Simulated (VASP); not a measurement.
Here is a VASP 6.6.1 calculation.

The input INCAR:

```
SYSTEM = ZnAu
ALGO     = Normal         ! electronic algorithm
EDIFF    = 1E-8           ! SCF threshold, eV
ENCUT    = 520            ! plane-wave cutoff, eV
GGA      = PS             ! functional
ISIF     = 2              ! what is computed and relaxed
ISMEAR   = -1             ! smearing method
LASPH    = .TRUE.         ! aspherical terms in the spheres
LCHARG   = .FALSE.        ! write CHGCAR
LEFG     = .TRUE.       
LREAL    = .FALSE.        ! projectors in reciprocal space
LWAVE    = .FALSE.        ! write WAVECAR
NBANDS   = 18             ! bands
NELM     = 60             ! most SCF steps
PREC     = Accurate       ! precision mode
SIGMA    = 0.05           ! smearing width, eV
```

File KPOINTS:

```
k-points
0
G
  13 13 13
  0 0 0
```

File POSCAR:

```
ZnAu
1.0
    3.1364748378      0.0000000000      0.0000000000
    0.0000000000      3.1364748378      0.0000000000
    0.0000000000      0.0000000000      3.1364748378
Zn Au
1 1
Direct
    0.5000000000      0.5000000000      0.5000000000
    0.0000000000      0.0000000000      0.0000000000
```

Potentials or basis: VASP PAW PBE potentials, release 64 (Zn, Au).

Command:

```bash
$ cat potpaw_PBE.64/Zn/POTCAR potpaw_PBE.64/Au/POTCAR > POTCAR
$ mpirun -np 1 vasp_std > vasp.out
```

What does it give for the band gap on the k mesh?

Zero (an odd number of electrons rules out a gap without spin polarisation).

Predict the pressure.

-0.9 GPa.

Caveat: the PAW data sets were made with another functional, which shifts forces and pressure a little; spin-orbit coupling is left out, which moves the levels of the heavy elements.
